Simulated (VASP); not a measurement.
# K (Im-3m) in VASP: notebook, part 2 of 2

VASP 6.6.1.

### 3 Single point, PBE

This run uses another cell than the first one, of 73.68 Å³/atom, 1.031 times its volume.

Contents of INCAR:

```
SYSTEM = K
ALGO = Normal
EDIFF = 1E-6
ENCUT = 520
GGA = PE
ISIF = 2
ISMEAR = 0
LASPH = .TRUE.
LCHARG = .FALSE.
LREAL = .FALSE.
LWAVE = .FALSE.
NBANDS = 10
NELM = 100
PREC = Accurate
SIGMA = 0.1
```

Contents of KPOINTS:

```
k-points
0
G
  12 12 12
  0 0 0
```

Contents of POSCAR:

```
K
1.0
   -2.6409252690      2.6409252690      2.6409252690
    2.6409252690     -2.6409252690      2.6409252690
    2.6409252690      2.6409252690     -2.6409252690
K
1
Direct
    0.0000000000      0.0000000000      0.0000000000
```

Potentials or basis: VASP PAW PBE potentials, release 64 (K_sv).

The run is started by

```sh
$ cat potpaw_PBE.64/K_sv/POTCAR > POTCAR
$ mpirun -np 1 vasp_std > vasp.out
```

OUTCAR:

```text
SYSTEM = K
   EDIFF = 1E-6
   ENCUT = 520
   GGA = PE
   ISIF = 2
   ISMEAR = 0
   LASPH = .TRUE.
   LREAL = .FALSE.
   NELM = 100
   PREC = Accurate

 ion  position               nearest neighbor table
   1  0.000  0.000  0.000-

  LATTYP: Found a body centered cubic cell.
 ALAT       =     5.2818505380

  Lattice vectors:

 A1 = (  -2.6409252690,   2.6409252690,   2.6409252690)
 A2 = (   2.6409252690,  -2.6409252690,   2.6409252690)
 A3 = (   2.6409252690,   2.6409252690,  -2.6409252690)
[... 482 lines left out ...]
      1     -32.2527      2.00000
      2     -15.7688      2.00000
      3     -15.7317      2.00000
      4     -15.7107      2.00000
      5       0.4972      0.00000
      6       0.6485      0.00000
      7       2.6505      0.00000
      8       4.4667      0.00000
      9       5.5888      0.00000
     10       5.6241      0.00000

 [... further k-points ...]
[... 5 lines left out ...]
  --------------------------------------------------------------------------------------
  -------------------------------------------------------------------------------------
  Total       -0.0016117     -0.0016117     -0.0016117     -0.0000000     -0.0000000      0.0000000
  in kB       -0.0350477     -0.0350477     -0.0350477     -0.0000000     -0.0000000      0.0000000
  external PRESSURE =      -0.0350477 kB  Pullay stress =       0.0000000 kB

 VOLUME and BASIS-vectors are now :
 -----------------------------------------------------------------------------
  energy-cutoff  :      520.00
  volume of cell :       73.68
      direct lattice vectors                 reciprocal lattice vectors
    -2.640925269  2.640925269  2.640925269     0.000000000  0.189327584  0.189327584
     2.640925269 -2.640925269  2.640925269     0.189327584  0.000000000  0.189327584
     2.640925269  2.640925269 -2.640925269     0.189327584  0.189327584  0.000000000

 POSITION                                       TOTAL-FORCE (eV/Angst)
 -----------------------------------------------------------------------------------
      0.00000      0.00000      0.00000        -0.000000      0.000000     -0.000000
 -----------------------------------------------------------------------------------
    total drift:                               -0.000000      0.000000      0.000000

  FREE ENERGIE OF THE ION-ELECTRON SYSTEM (eV)
  ---------------------------------------------------
  free  energy   TOTEN  =        -1.0483676304 eV

  energy  without entropy=       -1.0434591675  energy(sigma->0) =       -1.04591340
```

OSZICAR:

```text
N       E                     dE             d eps       ncg     rms          rms(c)
DAV:   1     0.488454168503E+02    0.48845E+02   -0.36310E+03  1440   0.690E+02
DAV:   2     0.627249583340E+00   -0.48218E+02   -0.47571E+02  1552   0.195E+02
DAV:   3    -0.100805741385E+01   -0.16353E+01   -0.16276E+01  2264   0.294E+01
DAV:   4    -0.104616675579E+01   -0.38109E-01   -0.38038E-01  1924   0.404E+00
DAV:   5    -0.104770787275E+01   -0.15411E-02   -0.15409E-02  2226   0.476E-01    0.198E+00
DAV:   6    -0.104787448908E+01   -0.16662E-03   -0.13948E-03  2184   0.237E-01    0.123E+00
DAV:   7    -0.104829453198E+01   -0.42004E-03   -0.27907E-03  2178   0.335E-01    0.535E-02
DAV:   8    -0.104835475715E+01   -0.60225E-04   -0.13079E-04  1784   0.135E-01    0.178E-02
DAV:   9    -0.104836825553E+01   -0.13498E-04   -0.15300E-05  1840   0.274E-02    0.512E-03
DAV:  10    -0.104836763036E+01    0.62517E-06   -0.20375E-06  2170   0.105E-02
   1 F= -.10483676E+01 E0= -.10459134E+01  d E =-.490846E-02
```

stdout:

```text
POSCAR found type information on POSCAR K
 POSCAR found :  1 types and       1 ions
 scaLAPACK will be used
 LDA part: xc-table for (Slater+PW92), standard interpolation
 POSCAR, INCAR and KPOINTS ok, starting setup
 FFT: planning ... GRIDC
 FFT: planning ... GRID_SOFT
 FFT: planning ... GRID
 WAVECAR not read
 entering main loop
```

It took 13 s on 1 thread of Intel Xeon 6975P-C (Granite Rapids), shared host; peak memory 0.21 GiB.

Results:

```
Free energy : -1.0484 eV
Pressure    : 0.0 GPa
```

### 4 Single point, PBE (volume scaled by 1.03)

Contents of INCAR:

```
SYSTEM = K
PREC     = Accurate       ! precision mode
ENCUT    = 520            ! plane-wave cutoff, eV
EDIFF    = 1E-7           ! SCF threshold, eV
ISMEAR   = 0              ! smearing method
SIGMA    = 0.1            ! smearing width, eV
LREAL    = .False.        ! projectors in reciprocal space
LASPH    = .True.         ! aspherical terms in the spheres
NELM     = 80             ! most SCF steps
ALGO     = Normal         ! electronic algorithm
ISIF     = 2              ! what is computed and relaxed
LWAVE    = .False.        ! write WAVECAR
LCHARG   = .False.        ! write CHGCAR
GGA      = PE             ! functional
NBANDS   = 10             ! bands
```

Contents of KPOINTS:

```
regular mesh
0
Gamma
  12 12 12
  0 0 0
```

Contents of POSCAR:

```
K
1.0
   -2.6670747446      2.6670747446      2.6670747446
    2.6670747446     -2.6670747446      2.6670747446
    2.6670747446      2.6670747446     -2.6670747446
K
1
Direct
    0.0000000000      0.0000000000      0.0000000000
```

The run is started by

```sh
$ cat potpaw_PBE.64/K_sv/POTCAR > POTCAR
$ mpirun -np 1 vasp_std > vasp.out
```

Run time: 14 s. Hardware: 1 thread of Intel Xeon 6975P-C (Granite Rapids), shared host; peak memory 0.22 GiB.

Results (log left out):

| Item | Value |
| --- | --- |
| Free energy | -1.0478 eV |
| Pressure | -0.1 GPa |

Levels at points of the mesh, in eV from the Fermi level:
```csv
k point,band 1,band 2,band 3,band 4,band 5,band 6,band 7,band 8,band 9
"(0.00, 0.00, 0.00)",-32.14,-15.59,-15.59,-15.59,-2.10,4.27,4.27,4.27,5.16
"(0.50, 0.00, 0.00)",-32.14,-15.65,-15.61,-15.59,0.46,0.68,3.16,4.81,5.68
"(0.50, 0.50, 0.50)",-32.13,-15.64,-15.64,-15.64,1.70,1.70,3.41,3.41,3.41
```

Caveat: the cell differs from its parent crystal (volume scaled by 1.03).

### 5 Single point, PBE (volume scaled by 1.06)

Contents of INCAR:

```
SYSTEM = K
ALGO = Normal
EDIFF = 1E-6
ENCUT = 520
GGA = PE
ISIF = 2
ISMEAR = 0
LASPH = .True.
LCHARG = .False.
LREAL = .False.
LWAVE = .False.
NBANDS = 10
NELM = 80
PREC = Accurate
SIGMA = 0.1
```

Contents of KPOINTS:

```
k-points
0
Gamma
  12 12 12
  0 0 0
```

Contents of POSCAR:

```
K
1.0
   -2.6927212674      2.6927212674      2.6927212674
    2.6927212674     -2.6927212674      2.6927212674
    2.6927212674      2.6927212674     -2.6927212674
K
1
Direct
    0.0000000000      0.0000000000      0.0000000000
```

The run is started by

```sh
$ cat potpaw_PBE.64/K_sv/POTCAR > POTCAR
$ mpirun -np 1 vasp_std > vasp.out
```

It took 13 s on 1 thread of Intel Xeon 6975P-C (Granite Rapids), shared host; peak memory 0.22 GiB.

Results (log left out):

```yaml
Free_energy: -1.0459 eV
Pressure: -0.2 GPa
```

Levels at points of the mesh, in eV from the Fermi level:
| k point | band 2 | band 3 | band 4 | band 5 | band 6 | band 7 |
| --- | --- | --- | --- | --- | --- | --- |
| (0.00, 0.00, 0.00) | -15.61 | -15.61 | -15.61 | -2.06 | 4.24 | 4.24 |
| (0.50, 0.00, 0.00) | -15.67 | -15.63 | -15.61 | 0.46 | 0.67 | 3.15 |
| (0.50, 0.50, 0.50) | -15.65 | -15.65 | -15.65 | 1.71 | 1.71 | 3.33 |

Caveat: the cell differs from its parent crystal (volume scaled by 1.06).

### 6 Relaxation of cell and atoms, PBE

This run uses another cell than the first one, of 71.32 Å³/atom, 0.998 times its volume.

Contents of INCAR:

```
SYSTEM = K
ALGO     = Fast           ! electronic algorithm
EDIFF    = 1E-6           ! SCF threshold, eV
EDIFFG   = -0.005         ! ionic threshold
ENCUT    = 600            ! plane-wave cutoff, eV
GGA      = PE             ! functional
IBRION   = 2              ! ionic algorithm
ISIF     = 3              ! what is computed and relaxed
ISMEAR   = 0              ! smearing method
LASPH    = .TRUE.         ! aspherical terms in the spheres
LCHARG   = .FALSE.        ! write CHGCAR
LREAL    = .FALSE.        ! projectors in reciprocal space
LWAVE    = .FALSE.        ! write WAVECAR
NELM     = 60             ! most SCF steps
NSW      = 100            ! ionic steps
PREC     = Accurate       ! precision mode
SIGMA    = 0.1            ! smearing width, eV
```

Contents of KPOINTS:

```
k-points
0
G
  12 12 12
  0 0 0
```

Contents of POSCAR:

```
K
1.0
   -2.6125000000      2.6125000000      2.6125000000
    2.6125000000     -2.6125000000      2.6125000000
    2.6125000000      2.6125000000     -2.6125000000
K
1
Direct
    0.0000000000      0.0000000000      0.0000000000
```

Potentials or basis: VASP PAW PBE potentials, release 64 (K_sv).

The run is started by

```sh
$ cat potpaw_PBE.64/K_sv/POTCAR > POTCAR
$ mpirun -np 1 vasp_std > vasp.out
```

Run time: 1.7 min. Hardware: 1 thread of Intel Xeon 6975P-C (Granite Rapids), shared host; peak memory 0.24 GiB.

Results (log left out):

```yaml
Free_energy: -1.0484 eV
Relaxed_volume: 74.28 Å³/atom
Relaxed_cell: a = 4.587 Å, b = 4.587 Å, c = 4.587 Å, α = 109.47°, β = 109.47°, γ = 109.47°
Space_group_after_relaxing_to_0.05_Å: Im-3m (No. 229)
Energy_gained_by_relaxing: 0.9 meV/atom
Ionic_steps: 9
Pressure_after_relaxing: 0.0 GPa
```

Step by step:
```
step  energy change (eV)  largest force (eV/Å)  pressure (GPa)  volume (Å³)
   1              0.0000                0.0000            0.13        71.32
   2             -0.0004                0.0000            0.06        71.93
   3             -0.0005                0.0000            0.07        72.14
   4             -0.0007                0.0000            0.03        72.57
   5             -0.0009                0.0000            0.02        73.42
   6             -0.0006                0.0000           -0.06        75.14
   7             -0.0010                0.0000            0.12        73.88
   8             -0.0008                0.0000           -0.04        74.69
   9             -0.0009                0.0000            0.00        74.28
```

Final structure:
```xyz
1
Lattice="-2.6482 2.6482 2.6482 2.6482 -2.6482 2.6482 2.6482 2.6482 -2.6482" Properties=species:S:1:pos:R:3 pbc="T T T"
K     0.0000    0.0000    0.0000
```

Levels at points of the mesh, in eV from the Fermi level:
```tsv
k point	band 1	band 2	band 3	band 4	band 5	band 6	band 7	band 8
(0.00, 0.00, 0.00)	-32.13	-15.58	-15.58	-15.58	-2.13	4.30	4.30	4.30
(0.50, 0.00, 0.00)	-32.12	-15.64	-15.60	-15.58	0.46	0.69	3.17	4.85
(0.50, 0.50, 0.50)	-32.12	-15.63	-15.63	-15.63	1.69	1.69	3.46	3.46
```

PBE usually gives volumes a little too large and moduli too small. Zero-point motion and thermal expansion aren't in these numbers.

### 7 Summary

```tsv
task	cell	cutoff (eV)	gap on the mesh (eV)	pressure (GPa)
single point	a = 4.528 Å, angles 109.5°, 1 atom	520	none	0.1
single point	a = 4.574 Å, angles 109.5°, 1 atom	520	none	0.0
single point	a = 4.620 Å, angles 109.5°, 1 atom	520	none	-0.1
single point	a = 4.664 Å, angles 109.5°, 1 atom	520	none	-0.2
relaxation of cell and atoms	relaxed from a = 4.525 Å, angles 109.5°, 1 atom	600	none	0.0
```

Alike in all rows: level PBE; potentials or basis VASP PAW PBE potentials, release 64 (K_sv); no spin polarisation; k mesh 12 × 12 × 12; smearing gaussian 0.1 eV.

Total energies depend on the potentials used, so only differences within one code and one set of settings carry meaning.
